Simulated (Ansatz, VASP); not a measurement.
# Two plane-wave programs on K

```
CELL_PARAMETERS angstrom
4.46276 2.57658 15.55522
-4.46276 2.57658 15.55522
0.00000 -5.15316 15.55522
ATOMIC_POSITIONS crystal
K 0.04757 0.54461 0.04757
K 0.04757 0.04757 0.54461
K 0.54461 0.04757 0.04757
K 0.95243 0.45539 0.95243
K 0.45539 0.95243 0.95243
K 0.95243 0.95243 0.45539
K 0.20861 0.70253 0.20861
K 0.20861 0.20861 0.70253
K 0.70253 0.20861 0.20861
K 0.79139 0.29747 0.79139
K 0.29747 0.79139 0.79139
K 0.79139 0.79139 0.29747
```

Alike in both runs: functional PBE; k mesh 6 × 6 × 6; occupations gaussian, width 0.1 eV; no spin polarisation.

Ansatz relaxed the structure, and its values are those at the end. VASP's run is a single point on that final structure, the one shown.

|  | VASP | Ansatz |
| --- | --- | --- |
| version | VASP 6.6.1 | Ansatz 0.2.0 |
| potentials or method | VASP PAW PBE potentials, release 64 (K_sv), cutoff 500 eV | scalar-relativistic, plane waves, PAW |
| valence electrons in the cell | 108 | 108 |

```csv
,VASP,Ansatz,Ansatz less VASP
gap on the k mesh at the Fermi level (eV),none,none,-
pressure (GPa),0.0,0.0,+0.01
```

A gap of «none» marks a metal or a gap that the smearing closes.
